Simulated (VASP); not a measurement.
Set up this calculation in VASP 6.6.1, as the native input.

```
Task                   : relaxation of shape and atoms at fixed volume
Functional             : PBE
Dispersion             : D3(BJ)
Potentials or basis    : VASP PAW PBE potentials, release 64 (O_h)
Cutoff                 : 910 eV
k mesh                 : 9 × 9 × 9
Occupations            : gaussian, width 0.02 eV
Spin                   : collinear spin, ferromagnetic start
Starting moments       : [0.61, 0.61] μB
Dipole correction      : no
Further INCAR settings : ALGO = Normal; EDIFF = 1e-07; IBRION = 2; EDIFFG = -0.01; NSW = 50; ISIF = 4
```

The structure of O lies in POSCAR:

```
O
1.0
    1.7929488092      1.0351594777      3.9816430246
   -1.7929488092      1.0351594777      3.9816430246
    0.0000000000     -2.0703189553      3.9816430246
O
2
Direct
    0.9484979349      0.9484979349      0.9484979349
    0.0515020651      0.0515020651      0.0515020651
```

One way to write it, as run:

INCAR

```
ALGO = Normal
EDIFF = 1E-7
EDIFFG = -0.01
ENCUT = 910
GGA = PE
GGA_COMPAT = F
IBRION = 2
ISIF = 4
ISMEAR = 0
ISPIN = 2
IVDW = 12
LASPH = T
LCHARG = F
LORBIT = 11
LREAL = F
LWAVE = F
MAGMOM = 0.61 0.61
NELM = 200
NELMIN = 4
NSW = 50
PREC = Accurate
SIGMA = 0.02
```

KPOINTS

```
k-points
0
Gamma
  9 9 9
```

Potentials or basis: VASP PAW PBE potentials, release 64 (O_h).

Command:

```console
$ cat potpaw_PBE.64/O_h/POTCAR > POTCAR
$ mpirun -np 1 vasp_std > vasp.out
```

It gave:

```json
{
  "Energy gained by relaxing": "2.1 meV/atom",
  "Ionic steps": "4",
  "Pressure after relaxing": "-0.5 GPa",
  "Largest force after relaxing": "0.008 eV/Å",
  "Band gap on the k mesh": "1.65 eV (least direct gap 1.69 eV)",
  "Net moment": "2.00 μB per cell",
  "Site moments": "O +0.62 μB",
  "Valence electrons inside the program's atomic spheres": "O 3.31",
  "Dispersion energy per atom": "-0.033 eV"
}
```

Caveat: the cutoff is under 1.25 times the usual one of these potentials, so pressure, stress and relaxed cells hold a basis-set (Pulay) error; an odd mesh through Γ misses points on the zone boundary, where band edges can lie.

It took 4.9 min on 1 thread of Intel(R) Xeon(R) 6975P-C (Granite Rapids) (shared host), peak memory 0.47 GiB.
